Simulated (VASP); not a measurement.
# Li (Im-3m) in VASP: notebook, part 2 of 2

VASP 6.6.1. The steps go on from the part before.

### 4 Equation of state, vdW-DF2

Contents of POSCAR.step1:

```
Li
1.0
   -1.6814529704      1.6814529704      1.6814529704
    1.6814529704     -1.6814529704      1.6814529704
    1.6814529704      1.6814529704     -1.6814529704
Li
1
Direct
    0.0000000000      0.0000000000      0.0000000000
```

Contents of POSCAR.step2:

```
Li
1.0
   -1.7188307657      1.7188307657      1.7188307657
    1.7188307657     -1.7188307657      1.7188307657
    1.7188307657      1.7188307657     -1.7188307657
Li
1
Direct
    0.0000000000      0.0000000000      0.0000000000
```

Contents of POSCAR.step3:

```
Li
1.0
   -1.7546500000      1.7546500000      1.7546500000
    1.7546500000     -1.7546500000      1.7546500000
    1.7546500000      1.7546500000     -1.7546500000
Li
1
Direct
    0.0000000000      0.0000000000      0.0000000000
```

Contents of POSCAR.step4:

```
Li
1.0
   -1.7890636389      1.7890636389      1.7890636389
    1.7890636389     -1.7890636389      1.7890636389
    1.7890636389      1.7890636389     -1.7890636389
Li
1
Direct
    0.0000000000      0.0000000000      0.0000000000
```

Contents of POSCAR.step5:

```
Li
1.0
   -1.8222019552      1.8222019552      1.8222019552
    1.8222019552     -1.8222019552      1.8222019552
    1.8222019552      1.8222019552     -1.8222019552
Li
1
Direct
    0.0000000000      0.0000000000      0.0000000000
```

Contents of INCAR:

```
GGA      = ML             # functional
LUSE_VDW = True         
AGGAC    = 0.0          
ZAB_VDW  = -1.8867      
ISMEAR   = 1              # smearing method
SIGMA    = 0.05           # smearing width, eV
LWAVE    = False          # write WAVECAR
LCHARG   = False          # write CHGCAR
ISIF     = 2              # what is computed and relaxed
NSW      = 0              # ionic steps
PREC     = Accurate       # precision mode
LASPH    = True           # aspherical terms in the spheres
LREAL    = False          # projectors in reciprocal space
ALGO     = Normal         # electronic algorithm
EDIFF    = 1E-4           # SCF threshold, eV
NELM     = 120            # most SCF steps
GGA_COMPAT= False        
ENCUT    = 880            # plane-wave cutoff, eV
KPAR     = 2
```

Contents of KPOINTS:

```
Automatic mesh
0
Gamma
  21 21 21
  0 0 0
```

Potentials or basis: VASP PAW PBE potentials, release 64 (Li_sv).

Launch:

```bash
$ cat potpaw_PBE.64/Li_sv/POTCAR > POTCAR
$ cp POSCAR.step1 POSCAR
$ mpirun -np 2 vasp_std > vasp.out
$ cp POSCAR.step2 POSCAR
$ mpirun -np 2 vasp_std > vasp.out
$ cp POSCAR.step3 POSCAR
$ mpirun -np 2 vasp_std > vasp.out
$ cp POSCAR.step4 POSCAR
$ mpirun -np 2 vasp_std > vasp.out
$ cp POSCAR.step5 POSCAR
$ mpirun -np 2 vasp_std > vasp.out
```

OUTCAR:

```text
GGA = ML
   ISMEAR = 1
   ISIF = 2
   NSW = 0
   PREC = Accurate
   LASPH = True
   LREAL = False
   EDIFF = 1E-4
   NELM = 120
   ENCUT = 880

 ion  position               nearest neighbor table
   1  0.000  0.000  0.000-

  LATTYP: Found a body centered cubic cell.
 ALAT       =     3.6444039104

  Lattice vectors:

 A1 = (  -1.8222019552,   1.8222019552,   1.8222019552)
 A2 = (   1.8222019552,  -1.8222019552,   1.8222019552)
 A3 = (   1.8222019552,   1.8222019552,  -1.8222019552)

Analysis of symmetry for initial positions (statically):
=====================================================================
 Subroutine PRICEL returns:
 Original cell was already a primitive cell.

 Routine SETGRP: Setting up the symmetry group for a
 body centered cubic supercell.

 Subroutine GETGRP returns: Found 48 space group operations
 (whereof 48 operations were pure point group operations)
 out of a pool of 48 trial point group operations.

[... 156 lines left out ...]
   NGX = 15   NGY = 15   NGZ = 15

 number of electron       2.9999999 magnetization

 Free energy of the ion-electron system (eV)
  ---------------------------------------------------
  ext. energy  EPLUGINS =         0.00000000
  ---------------------------------------------------
  free energy    TOTEN  =        -0.99328200 eV

  energy without entropy =       -0.99335400  energy(sigma->0) =       -0.99330600

 E-fermi :   0.1046     XC(G=0):  -6.7009

 val. band max:        0.0708775995   @ k =   0.2381   0.1905   0.0952
 cond. band min:       0.1217242235   @ k =   0.2857   0.1429   0.0952
 fundamental gap:      0.0508466240
 Fermi energy:         0.1045769798

 k-point     1 :       0.0000    0.0000    0.0000
  band No.  band energies     occupation
      1     -48.0353      2.00000
      2      -3.2049      2.00000
      3      12.4390      0.00000
      4      12.4390      0.00000
      5      12.4390      0.00000
[... 177 lines left out ...]
 k-point    24 :       0.1905    0.0952    0.0000
  band No.  band energies     occupation
      1     -48.0310      2.00000
      2      -2.0897      2.00000
      3       8.0513      0.00000
      4       9.5325      0.00000
      5      10.7871      0.00000

 [... further k-points ...]
[... 5 lines left out ...]
  --------------------------------------------------------------------------------------
  -------------------------------------------------------------------------------------
  Total       -0.3338249     -0.3338249     -0.3338249     -0.0000000     -0.0000000      0.0000000
  in kB      -22.0993643    -22.0993643    -22.0993643     -0.0000000     -0.0000000      0.0000000
  external PRESSURE =     -22.0993643 kB  Pullay stress =       0.0000000 kB

 VOLUME and BASIS-vectors are now :
 -----------------------------------------------------------------------------
  energy-cutoff  :      880.00
  volume of cell :       24.20
      direct lattice vectors                 reciprocal lattice vectors
    -1.822201955  1.822201955  1.822201955     0.000000000  0.274393296  0.274393296
     1.822201955 -1.822201955  1.822201955     0.274393296  0.000000000  0.274393296
     1.822201955  1.822201955 -1.822201955     0.274393296  0.274393296  0.000000000

 POSITION                                       TOTAL-FORCE (eV/Angst)
 -----------------------------------------------------------------------------------
      0.00000      0.00000      0.00000         0.000000     -0.000000      0.000000
 -----------------------------------------------------------------------------------
    total drift:                               -0.000000     -0.000000     -0.000000

  FREE ENERGIE OF THE ION-ELECTRON SYSTEM (eV)
  ---------------------------------------------------
  free  energy   TOTEN  =        -0.9932819963 eV

  energy  without entropy=       -0.9933539966  energy(sigma->0) =       -0.99330600

Total vdW correction in eV:      0.5492284
```

OUTCAR.step2:

```text
GGA = ML
   ISMEAR = 1
   ISIF = 2
   NSW = 0
   PREC = Accurate
   LASPH = True
[... 419 lines left out ...]
 -----------------------------------------------------------------------------------
      0.00000      0.00000      0.00000        -0.000000      0.000000      0.000000
 -----------------------------------------------------------------------------------
    total drift:                               -0.000000     -0.000000      0.000000

  FREE ENERGIE OF THE ION-ELECTRON SYSTEM (eV)
  ---------------------------------------------------
  free  energy   TOTEN  =        -1.0292243468 eV

  energy  without entropy=       -1.0291800103  energy(sigma->0) =       -1.02920957

Total vdW correction in eV:      0.5446667
```

Wall time 2.2 min (2 MPI ranks of Intel Xeon Platinum 8488C (Sapphire Rapids), shared host); peak memory 0.41 GiB.

Results:

```yaml
Equilibrium_volume: 19.53 Å³/atom
Bulk_modulus: 14.6 GPa
Pressure_derivative_of_the_bulk_modulus: "3.3 (rough: it moves with the points fitted)"
```

Energy against volume, from the lowest point:
```csv
volume (Å³/atom),energy (meV/atom)
19.016,0.00
20.312,0.71
21.609,8.09
22.905,20.48
24.202,36.65
```

Caveat: the PAW data sets were made with another functional, which shifts forces and pressure a little.
